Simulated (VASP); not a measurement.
**KI: single point with BLYP+D3(BJ)**

KI:

```xyz
2
Lattice="4.2056 0.0000 0.0000 0.0000 4.2056 0.0000 0.0000 0.0000 4.2056" Properties=species:S:1:pos:R:3 pbc="T T T"
K     0.0000    0.0000    0.0000
I     2.1028    2.1028    2.1028
```

- Program: VASP 6.6.1
- Task: single point
- Functional: BLYP
- Dispersion: D3(BJ)
- Potentials or basis: VASP PAW PBE potentials, release 64 (K_sv, I)
- Cutoff: 520 eV
- k mesh: 4 × 4 × 4
- Occupations: gaussian, width 0.01 eV
- Spin: no spin polarisation

* Pressure: 0.1 GPa
* Band gap on the k mesh: 3.57 eV, indirect (least direct gap 3.90 eV)
* Dispersion energy per atom: -0.660 eV

Levels at points of the mesh, in eV from the valence-band top:
```
           k point  band 4  band 5  band 6  band 7  band 8  band 9  band 10  band 11  band 12  band 13
(0.00, 0.00, 0.00)  -12.96  -11.32   -0.39   -0.39   -0.39    3.57     4.70     4.70     8.28     8.28
(0.50, 0.00, 0.00)  -12.94  -10.94   -2.48   -0.33   -0.33    5.78     6.12     7.11     7.36     8.65
(0.50, 0.50, 0.00)  -12.93  -10.91   -1.84   -1.84    0.00    3.90     5.72     6.69     6.69     9.39
(0.50, 0.50, 0.50)  -13.03  -10.71   -1.83   -1.83   -1.83    5.78     5.78     5.78     8.92     8.92
```

Run time: 19 s on 1 thread of Intel Xeon 6975P-C, on a shared host, peak memory 0.18 GiB.

Caveat: the PAW data sets were made with another functional, which shifts forces and pressure a little; spin-orbit coupling is left out, which moves the levels of the heavy elements. A k mesh can miss the band edges.
